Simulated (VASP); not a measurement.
# TiSi2 (Immm) in VASP: further runs

Runs on TiSi2. Level: LDA. Tasks: single point.

All numbers are computed with VASP 6.6.1; they aren't measurements. Logs are shortened: lines on timing, memory, paths and dates and some standing lists are left out, and cuts for length are marked.

**1. The cell of the first run**

The structure is orthorhombic, space group Immm (No. 71). Conventional cell: a = 2.908 Å, b = 3.370 Å, c = 8.275 Å, α = 90.00°, β = 90.00°, γ = 90.00°. Within 3.4 Å of Ti (site symmetry mmm) lie 10 Si at 2.58 to 2.84 Å and 4 Ti at 2.91 to 3.37 Å. Within 3.4 Å of Si (site symmetry mm2) lie 5 Ti at 2.58 to 2.84 Å and 9 Si at 2.60 to 3.37 Å.

**2. Single point, LDA (atoms shifted along a free coordinate)**

Input file INCAR:

```
SYSTEM = TiSi2
PREC = Accurate
ENCUT = 520
EDIFF = 1E-6
ISMEAR = 0
SIGMA = 0.15
LREAL = .FALSE.
LASPH = .TRUE.
NELM = 60
ALGO = Normal
ISIF = 2
LWAVE = .FALSE.
LCHARG = .FALSE.
GGA = CA
NBANDS = 17
```

Input file KPOINTS:

```
Automatic mesh
0
G
  18 18 18
  0 0 0
```

Input file POSCAR:

```
TiSi2
1.0
   -1.4540925019      1.6852182440      4.1375118505
    1.4540925019     -1.6852182440      4.1375118505
    1.4540925019      1.6852182440     -4.1375118505
Ti Si
1 2
Direct
    0.0000000000      0.0000000000      0.0000000000
    0.3430135366      0.3430135366      0.0000000000
    0.6569864634      0.6569864634      0.0000000000
```

Potentials or basis: VASP PAW LDA potentials, release 64 (Ti_sv, Si).

The run is started by

```console
> cat potpaw_LDA.64/Ti_sv/POTCAR potpaw_LDA.64/Si/POTCAR > POTCAR
> mpirun -np 1 vasp_std > vasp.out
```

OUTCAR:

```text
SYSTEM = TiSi2
   PREC = Accurate
   ENCUT = 520
   EDIFF = 1E-6
   ISMEAR = 0
   LREAL = .FALSE.
   LASPH = .TRUE.
   NELM = 60
   ISIF = 2
   GGA = CA

 ion  position               nearest neighbor table
   1  0.000  0.000  0.000-   3 2.58   3 2.58   3 2.58   2 2.58   3 2.58   2 2.58   2 2.58   2 2.58
                             2 2.84   3 2.84
   2  0.343  0.343  0.000-   1 2.58   1 2.58   1 2.58   1 2.58   3 2.60   3 2.71   3 2.71   3 2.71
                             3 2.71   1 2.84
   3  0.657  0.657  0.000-   1 2.58   1 2.58   1 2.58   1 2.58   2 2.60   2 2.71   2 2.71   2 2.71
                             2 2.71   1 2.84

  LATTYP: Found a body centered orthorhombic cell.
 ALAT       =     2.9081850038
 B/A-ratio  =     1.1589484450
 C/A-ratio  =     2.8454254768

  Lattice vectors:

 A1 = (  -1.4540925019,   1.6852182440,   4.1375118505)
 A2 = (   1.4540925019,  -1.6852182440,   4.1375118505)
 A3 = (   1.4540925019,   1.6852182440,  -4.1375118505)

Analysis of symmetry for initial positions (statically):
=====================================================================
 Subroutine PRICEL returns:
 Original cell was already a primitive cell.

 Routine SETGRP: Setting up the symmetry group for a
 body centered orthorhombic supercell.

 Subroutine GETGRP returns: Found  8 space group operations
 (whereof  8 operations were pure point group operations)
 out of a pool of  8 trial point group operations.

The static configuration has the point symmetry D_2h.

Analysis of symmetry for dynamics (positions and initial velocities):
=====================================================================
 Subroutine PRICEL returns:
 Original cell was already a primitive cell.

 Routine SETGRP: Setting up the symmetry group for a
 body centered orthorhombic supercell.

 Subroutine GETGRP returns: Found  8 space group operations
 (whereof  8 operations were pure point group operations)
 out of a pool of  8 trial point group operations.

The dynamic configuration has the point symmetry D_2h.

 Subroutine INISYM returns: Found  8 space group operations
 (whereof  8 operations are pure point group operations),
 and found     1 'primitive' translations

----------------------------------------------------------------------------------------

                                     Primitive cell

  volume of cell :      40.5553

  direct lattice vectors                    reciprocal lattice vectors
    -1.454092502  1.685218244  4.137511851     0.000000000  0.296697476  0.120845575
     1.454092502 -1.685218244  4.137511851     0.343857079  0.000000000  0.120845575
     1.454092502  1.685218244 -4.137511851     0.343857079  0.296697476  0.000000000

  length of vectors
     4.698228373  4.698228373  4.698228373     0.320363927  0.364474065  0.454166361

  position of ions in fractional coordinates (direct lattice)
     0.000000000  0.000000000  0.000000000
     0.343013537  0.343013537  0.000000000
     0.656986463  0.656986463  0.000000000

  ion indices of the primitive-cell ions
   primitive index   ion index
                 1           1
                 2           2
                 3           3

----------------------------------------------------------------------------------------

 KPOINTS: Automatic mesh

Automatic generation of k-mesh.
 Grid dimensions read from file:
 generate k-points for:   18   18   18

 Generating k-lattice:

  Cartesian coordinates                     Fractional coordinates (reciprocal lattice)
     0.000000000  0.016483193  0.006713643     0.055555556  0.000000000 -0.000000000
     0.019103171  0.000000000  0.006713643     0.000000000  0.055555556  0.000000000
     0.019103171  0.016483193  0.000000000    -0.000000000  0.000000000  0.055555556

  Length of vectors
     0.017797996  0.020248559  0.025231464

  Shift w.r.t. Gamma in fractional coordinates (k-lattice)
     0.000000000  0.000000000  0.000000000

 Subroutine IBZKPT returns following result:
 ===========================================

 Found    865 irreducible k-points:

 Following reciprocal coordinates:
            Coordinates               Weight
  0.000000  0.000000  0.000000      1.000000
  0.055556  0.000000  0.000000      4.000000
  0.111111  0.000000  0.000000      4.000000
  0.166667  0.000000 -0.000000      4.000000
  0.222222  0.000000 -0.000000      4.000000
  0.277778 -0.000000  0.000000      4.000000
[... 16 lines left out ...]
 -0.333333  0.055556  0.000000      8.000000
 -0.277778  0.055556 -0.000000      8.000000
 [... further k-points ...]
   k-points           NKPTS =    865   k-points in BZ     NKDIM =    865   number of bands    NBANDS=     17
   number of dos      NEDOS =    301   number of ions     NIONS =      3
   total plane-waves  NPLWV =  46656
   dimension x,y,z NGX =    36 NGY =   36 NGZ =   36
   dimension x,y,z NGXF=    72 NGYF=   72 NGZF=   72
   ions per type =               1   2
   NGX,Y,Z   is equivalent  to a cutoff of  12.74, 12.74, 12.74 a.u.
   NGXF,Y,Z  is equivalent  to a cutoff of  25.48, 25.48, 25.48 a.u.
 SYSTEM =  TiSi2
   PREC   = accura    normal or accurate (medium, high low for compatibility)
   ISTART =      0    job   : 0-new  1-cont  2-samecut
   ICHARG =      2    charge: 1-file 2-atom 10-const
   ISPIN  =      1    spin polarized calculation?
   LNONCOLLINEAR =      F non collinear calculations
   LSORBIT =      F    spin-orbit coupling
   LASPH  =      T    aspherical Exc in radial PAW
   ENCUT  =  520.0 eV  38.22 Ry    6.18 a.u.   8.74  8.74  8.74*2*pi/ulx,y,z
   NELM   =     60;   NELMIN=  2; NELMDL= -5     # of ELM steps
   EDIFF  = 0.1E-05   stopping-criterion for ELM
   LREAL  =      F    real-space projection
   EDIFFG = 0.1E-04   stopping-criterion for IOM
   NSW    =      0    number of steps for IOM
   IBRION =     -1    ionic relax: 0-MD 1-quasi-New 2-CG
   NFREE  =      0    steps in history (QN), initial steepest desc. (CG)
   ISIF   =      2    stress and relaxation
   ISYM   =      2    0-nonsym 1-usesym 2-fastsym
   POTIM  = 0.5000    time-step for ionic-motion
   TEBEG  =    0.0;   TEEND  =   0.0 temperature during run
   PSTRESS=    0.0 pullay stress
   NELECT =      20.0000    total number of electrons
   NUPDOWN=      -1.0000    fix difference up-down
   EMIN   =  10.00;   EMAX   =-10.00  energy-range for DOS
   EFERMI =   0.00;   METHOD = LEGACY
   ISMEAR =     0;   SIGMA  =   0.15  broadening in eV -4-tet -1-fermi 0-gaus
   EFERMI_NEDOS =   21; number of points for ismear=-14 and -15
   IALGO  =     38    algorithm
   IMIX   =      4    mixing-type and parameters
     AMIX     =   0.40;   BMIX     =  1.00
     AMIX_MAG =   1.60;   BMIX_MAG =  1.00
  volume/ion in A,a.u.               =      13.52        91.23
  Fermi-wavevector in a.u.,A,eV,Ry     =   1.293408  2.444188 22.761259  1.672905
  Thomas-Fermi vector in A             =   2.425056
   LORBIT       =      0    0 simple, 1 ext, 2 COOP (PROOUT), +10 PAW based schemes
   GGA     = CA    functional components
   LHFCALC =     F    Hartree Fock is set to
   AEXX    =    0.0000 exact exchange contribution
   IVDW    =     0    specifies the selected vdW correction
   LEPSILON=     F    determine dielectric tensor
   LRPA    =     F    only Hartree local field effects (RPA)
 non-spin polarized calculation
 Gauss-broadening in eV      SIGMA  =   0.15
  energy-cutoff  :      520.00
  volume of cell :       40.56
 maximum number of plane-waves:      1121
   NGX = 17   NGY = 17   NGZ = 17

 number of electron      20.0000002 magnetization

 Free energy of the ion-electron system (eV)
  ---------------------------------------------------
  ext. energy  EPLUGINS =         0.00000000
  ---------------------------------------------------
  free energy    TOTEN  =       -21.85204368 eV

  energy without entropy =      -21.83703559  energy(sigma->0) =      -21.84453964

 E-fermi :  10.3492     XC(G=0): -12.0477

 val. band max:       10.3485836657   @ k =  -0.4444  -0.4444   0.1111
 cond. band min:      10.3520143394   @ k =   0.5000   0.5000   0.3333
 fundamental gap:      0.0034306736
 Fermi energy:        10.3491720636

 k-point     1 :       0.0000    0.0000    0.0000
  band No.  band energies     occupation
      1     -44.9520      2.00000
      2     -21.6891      2.00000
      3     -21.6840      2.00000
      4     -21.3916      2.00000
      5      -2.1366      2.00000
      6       5.1213      2.00000
[... 9 lines left out ...]
     16      16.3396      0.00000
     17      16.6523      0.00000

 k-point     2 :       0.0556    0.0000    0.0000
  band No.  band energies     occupation
      1     -44.9517      2.00000
      2     -21.6888      2.00000
      3     -21.6879      2.00000
      4     -21.3913      2.00000
      5      -2.0886      2.00000
      6       5.0558      2.00000
[... 9 lines left out ...]
     16      16.3092      0.00000
     17      16.8643      0.00000

 k-point     3 :       0.1111    0.0000    0.0000
  band No.  band energies     occupation
      1     -44.9509      2.00000
      2     -21.6993      2.00000
      3     -21.6879      2.00000
      4     -21.3905      2.00000
      5      -1.9455      2.00000
      6       4.8794      2.00000
[... 9 lines left out ...]
     16      16.2797      0.00000
     17      17.0596      0.00000

 k-point     4 :       0.1667    0.0000   -0.0000
  band No.  band energies     occupation
      1     -44.9497      2.00000
      2     -21.7167      2.00000
      3     -21.6865      2.00000
      4     -21.3893      2.00000
      5      -1.7101      2.00000
      6       4.6173      2.00000
[... 9 lines left out ...]
     16      17.0389      0.00000
     17      17.4004      0.00000
[... 343 lines left out ...]
      1     -44.9426      2.00000
      2     -21.7965      2.00000
      3     -21.6780      2.00000
      4     -21.3958      2.00000
      5       0.0094      2.00000
      6       2.8173      2.00000
[... 9 lines left out ...]
     16      17.6235      0.00000
     17      19.0896      0.00000

 k-point    23 :      -0.3333    0.0556    0.0000
  band No.  band energies     occupation
      1     -44.9438      2.00000
      2     -21.7795      2.00000
      3     -21.6793      2.00000
      4     -21.3971      2.00000
      5      -0.5187      2.00000
      6       3.4568      2.00000
[... 9 lines left out ...]
     16      17.9837      0.00000
     17      19.0123      0.00000

 k-point    24 :      -0.2778    0.0556   -0.0000
  band No.  band energies     occupation
      1     -44.9453      2.00000
      2     -21.7585      2.00000
      3     -21.6809      2.00000
      4     -21.3987      2.00000
      5      -0.9854      2.00000
      6       4.0532      2.00000
[... 9 lines left out ...]
     16      18.0353      0.00000
     17      18.6655      0.00000

 [... further k-points ...]

------------------------ aborting loop because EDIFF is reached ----------------------------------------

  FORCE on cell =-STRESS in cart. coord.  units (eV):
  Direction    XX          YY          ZZ          XY          YZ          ZX
  --------------------------------------------------------------------------------------
  -------------------------------------------------------------------------------------
  Total        0.3688650      1.1573074      0.1935425      0.0000000      0.0000000      0.0000000
  in kB       14.5723831     45.7205970      7.6460928      0.0000000      0.0000000      0.0000000
  external PRESSURE =      22.6463576 kB  Pullay stress =       0.0000000 kB

 VOLUME and BASIS-vectors are now :
 -----------------------------------------------------------------------------
  energy-cutoff  :      520.00
  volume of cell :       40.56
      direct lattice vectors                 reciprocal lattice vectors
    -1.454092502  1.685218244  4.137511851     0.000000000  0.296697476  0.120845575
     1.454092502 -1.685218244  4.137511851     0.343857079  0.000000000  0.120845575
     1.454092502  1.685218244 -4.137511851     0.343857079  0.296697476  0.000000000

 POSITION                                       TOTAL-FORCE (eV/Angst)
 -----------------------------------------------------------------------------------
      0.00000      0.00000      0.00000        -0.000000      0.000000      0.000000
      0.00000      0.00000      2.83845        -0.000000      0.000000     -1.025268
      0.00000      0.00000      5.43658         0.000000     -0.000000      1.025268
 -----------------------------------------------------------------------------------
    total drift:                                0.000000     -0.000000      0.000000

  FREE ENERGIE OF THE ION-ELECTRON SYSTEM (eV)
  ---------------------------------------------------
  free  energy   TOTEN  =       -21.8520436790 eV

  energy  without entropy=      -21.8370355913  energy(sigma->0) =      -21.84453964
```

It took 19 min on 1 thread of Intel Xeon 8259CL, shared host; peak memory 0.64 GiB.

What came out:

```yaml
Free_energy: -21.8520 eV
Pressure: 2.3 GPa
Largest_force: 1.025 eV/Å
Band_gap_on_the_k_mesh: zero (bands 10 and 11 overlap by 2.69 eV)
```

Forces on the atoms (eV/Å):
```
Ti   0.000  0.000  0.000
Si   0.000  0.000 -1.025
Si   0.000  0.000  1.025
```

Stress tensor (GPa, compression positive):
```
1.46 0.00 0.00
0.00 4.57 0.00
0.00 0.00 0.76
```

Levels at points of the mesh, in eV from the Fermi level:
```
           k point  band 6  band 7  band 8  band 9  band 10  band 11  band 12  band 13  band 14  band 15
(0.00, 0.00, 0.00)   -5.23   -3.95   -1.77   -0.82     1.01     2.42     2.80     2.86     4.13     4.78
(0.50, 0.00, 0.00)   -8.73   -4.39   -3.90   -0.63     0.69     2.19     2.68     3.77     3.84     6.24
(0.00, 0.50, 0.00)   -7.78   -3.74   -3.72   -1.28    -0.35     1.07     3.55     3.71     3.74     4.66
(0.50, 0.50, 0.00)   -4.94   -4.72   -4.09   -2.62    -1.44    -0.97     3.09     3.59     3.63     3.80
(0.50, 0.50, 0.50)   -9.52   -1.31   -0.75   -0.03     0.43     2.07     2.48     2.95     4.10     4.29
```

Caveat: the cell differs from its parent crystal (atoms shifted along a free coordinate); forces of over 1 eV/Å act on the atoms, so gaps and moduli don't describe the material at rest.

**3. Single point, LDA (atoms shifted along a free coordinate)**

Input file INCAR:

```
PREC = Accurate ; ENCUT = 520
EDIFF = 1E-7 ; ISMEAR = 0
SIGMA = 0.15 ; LREAL = F
LASPH = T ; NELM = 100
ALGO = Normal ; ISIF = 2
LWAVE = F ; LCHARG = F
NBANDS = 17
```

Input file KPOINTS:

```
Automatic mesh
0
Gamma
  18 18 18
```

Input file POSCAR:

```
TiSi2
1.0
   -1.4540925019      1.6852182440      4.1375118505
    1.4540925019     -1.6852182440      4.1375118505
    1.4540925019      1.6852182440     -4.1375118505
Ti Si
1 2
Direct
    0.0000000000      0.0000000000      0.0000000000
    0.3188444216      0.3188444216      0.0000000000
    0.6811555784      0.6811555784      0.0000000000
```

Potentials or basis: VASP PAW LDA potentials, release 64 (Ti_sv, Si).

The run is started by

```console
> cat potpaw_LDA.64/Ti_sv/POTCAR potpaw_LDA.64/Si/POTCAR > POTCAR
> mpirun -np 1 vasp_std > vasp.out
```

Run time: 23 min. Hardware: 1 thread of Intel Xeon 8259CL, shared host; peak memory 0.64 GiB.

The run converged. Its results:

| Quantity | Value |
| --- | --- |
| Free energy | -21.8580 eV |
| Pressure | 0.8 GPa |
| Largest force | 0.988 eV/Å |
| Band gap on the k mesh | zero (bands 10 and 11 overlap by 2.22 eV) |

Forces in eV/Å, atoms in the order of the input:
```
Ti   0.000  0.000  0.000
Si   0.000  0.000  0.988
Si   0.000  0.000 -0.988
```

Stress tensor (GPa, compression positive):
```
 1.72  0.00  0.00
 0.00 -1.69  0.00
 0.00  0.00  2.46
```

Levels at points of the mesh, in eV from the Fermi level:
```
           k point  band 6  band 7  band 8  band 9  band 10  band 11  band 12  band 13  band 14  band 15
(0.00, 0.00, 0.00)   -4.50   -4.04   -2.58   -0.60     0.48     1.71     2.51     3.79     3.91     3.99
(0.50, 0.00, 0.00)   -9.68   -4.19   -3.69   -0.76     1.07     2.00     2.70     3.71     4.64     5.14
(0.00, 0.50, 0.00)   -8.52   -3.39   -3.23   -0.84    -0.56     0.89     2.36     3.42     4.39     4.75
(0.50, 0.50, 0.00)   -5.88   -5.54   -4.99   -3.13    -1.29    -0.19     2.55     3.01     3.06     3.63
(0.50, 0.50, 0.50)   -8.50   -1.70   -1.48   -0.66     0.51     1.99     2.14     2.58     3.85     4.03
```

Caveat: the cell differs from its parent crystal (atoms shifted along a free coordinate).

**4. Single point, LDA (atoms shifted along a free coordinate)**

Input file INCAR:

```
SYSTEM = TiSi2
PREC = Accurate ; ENCUT = 520
EDIFF = 1E-6 ; ISMEAR = 0
SIGMA = 0.15 ; LREAL = .False.
LASPH = .True. ; NELM = 100
ALGO = Normal ; ISIF = 2
LWAVE = .False. ; LCHARG = .False.
GGA = CA ; NBANDS = 17
```

Input file KPOINTS:

```
regular mesh
0
Gamma
  18 18 18
  0 0 0
```

Input file POSCAR:

```
TiSi2
1.0
   -1.4410529458      1.6701060708      4.1004087654
    1.4410529458     -1.6701060708      4.1004087654
    1.4410529458      1.6701060708     -4.1004087654
Ti Si
1 2
Direct
    0.0000000000      0.0000000000      0.0000000000
    0.3248867003      0.3248867003      0.0000000000
    0.6751132997      0.6751132997      0.0000000000
```

The run is started by

```console
> cat potpaw_LDA.64/Ti_sv/POTCAR potpaw_LDA.64/Si/POTCAR > POTCAR
> mpirun -np 1 vasp_std > vasp.out
```

Wall time 5.9 min (1 thread of Intel Xeon 6975P-C (Granite Rapids), shared host); peak memory 0.62 GiB.

Results (log left out):

```
Free energy            : -21.9149 eV
Pressure               : 4.7 GPa
Largest force          : 0.508 eV/Å
Band gap on the k mesh : zero (bands 10 and 11 overlap by 2.42 eV)
```

Forces on the atoms (eV/Å):
```
Ti   0.000  0.000  0.000
Si   0.000  0.000  0.508
Si   0.000  0.000 -0.508
```

Stress tensor (GPa, compression positive):
```
4.81 0.00 0.00
0.00 3.38 0.00
0.00 0.00 5.80
```

Levels at points of the mesh, in eV from the Fermi level:
| k point | band 8 | band 9 | band 10 | band 11 | band 12 | band 13 |
| --- | --- | --- | --- | --- | --- | --- |
| (0.00, 0.00, 0.00) | -2.41 | -0.67 | 0.66 | 2.03 | 2.60 | 3.66 |
| (0.50, 0.00, 0.00) | -3.76 | -0.76 | 1.05 | 2.12 | 2.82 | 3.91 |
| (0.00, 0.50, 0.00) | -3.37 | -0.93 | -0.54 | 0.96 | 2.72 | 3.66 |
| (0.50, 0.50, 0.00) | -4.74 | -3.11 | -1.37 | -0.36 | 2.89 | 3.17 |
| (0.50, 0.50, 0.50) | -1.44 | -0.55 | 0.51 | 2.09 | 2.46 | 2.66 |

Caveat: the cell differs from its parent crystal (atoms shifted along a free coordinate); the cell stands under pressure.

**5. The runs side by side**

| cell | gap on the mesh (eV) | pressure (GPa) | largest force (eV/Å) |
| --- | --- | --- | --- |
| a = 4.698 Å, angles 143.9, 138.0, 56.6°, 3 atoms, atomic positions A | none | 2.3 | 1.03 |
| a = 4.698 Å, angles 143.9, 138.0, 56.6°, 3 atoms, atomic positions B | none | 0.8 | 0.99 |
| a = 4.656 Å, angles 143.9, 138.0, 56.6°, 3 atoms, atomic positions C | none | 4.7 | 0.51 |

Alike in all rows: task single point; level LDA; potentials or basis VASP PAW LDA potentials, release 64 (Ti_sv, Si); no spin polarisation; k mesh 18 × 18 × 18; cutoff (eV) 520; smearing gaussian 0.15 eV.

Caveats: forces of over 1 eV/Å act on the atoms, so gaps and moduli don't describe the material at rest (at least some runs); the cell stands under pressure (at least some runs).

Absolute energies hang on the potentials; compare differences alone.
